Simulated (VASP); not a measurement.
## TlBr: single point with r2SCAN

TlBr:

```
CELL_PARAMETERS angstrom
4.00600 0.00000 0.00000
0.00000 4.00600 0.00000
0.00000 0.00000 4.00600
ATOMIC_POSITIONS crystal
Tl 0.00000 0.00000 0.00000
Br 0.50000 0.50000 0.50000
```

```json
{"Program": "VASP 6.6.1", "Task": "single point", "Functional": "r2SCAN", "Potentials or basis": "VASP PAW PBE potentials, release 64 (Tl_d, Br)", "Cutoff": "550 eV", "k mesh": "6 × 6 × 6", "Occupations": "tetrahedron", "Spin": "no spin polarisation", "Dipole correction": "no", "Further INCAR settings": "ALGO = Normal; EDIFF = 1e-06; NBANDS = 17"}
```

| Item | Value |
| --- | --- |
| Pressure | -0.2 GPa |
| Band gap on the k mesh | 2.35 eV |

Levels at points of the mesh, in eV from the valence-band top:
```tsv
k point	band 6	band 7	band 8	band 9	band 10	band 11	band 12	band 13	band 14	band 15
(0.00, 0.00, 0.00)	-10.24	-4.54	-1.27	-1.27	-1.27	7.61	7.61	7.67	7.67	7.67
(0.50, 0.00, 0.00)	-10.24	-5.46	-0.80	-0.80	0.00	2.35	6.24	6.24	8.66	11.04
(0.50, 0.50, 0.00)	-10.20	-3.68	-2.84	-2.84	-0.71	5.26	5.26	7.82	8.36	10.87
(0.50, 0.50, 0.50)	-10.20	-2.73	-1.90	-1.90	-1.90	2.60	2.60	2.60	13.62	13.62
```

Run time: 87 s on 1 thread of Intel Xeon 8259CL, on a shared host, peak memory 0.19 GiB.

Caveat: the PAW data sets were made with another functional, which shifts forces and pressure a little; spin-orbit coupling is left out, which moves the levels of the heavy elements. A k mesh can miss the band edges.
